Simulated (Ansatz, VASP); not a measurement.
## One calculation of AlN, two programs

```
Al N
1.0
     0.00000    1.93762    1.93762
     1.93762    0.00000    1.93762
     1.93762    1.93762    0.00000
Al N
1 1
Direct
  0.00000 0.00000 0.00000
  0.50000 0.50000 0.50000
```

Change from the starting cell: volume scaled by 0.94, PAW files.

Alike in both runs: task electric field gradients; functional LDA; k mesh 10 × 10 × 10; occupations fermi-dirac, width 0.02 eV; no spin polarisation.

```csv
,VASP,Ansatz
version,VASP 6.6.1,Ansatz 0.2.0
potentials or method,"VASP PAW LDA potentials, release 64 (Al, N)","PAW with Ansatz's default frozen-core files, scalar-relativistic"
plane-wave cutoff (eV),520,420
valence electrons in the cell,8,8
```

|  | VASP | Ansatz | Ansatz less VASP |
| --- | --- | --- | --- |
| gap on the k mesh at the Fermi level (eV) | 4.93 | 4.93 | +0.005 |
| pressure (GPa) | 36.1 | 35.0 | -1.10 |

LDA's correlation is that of Perdew and Zunger in VASP and of Perdew and Wang (1992) in Ansatz. Both programs put the cell under a high pressure, so it lies far from rest at this level.
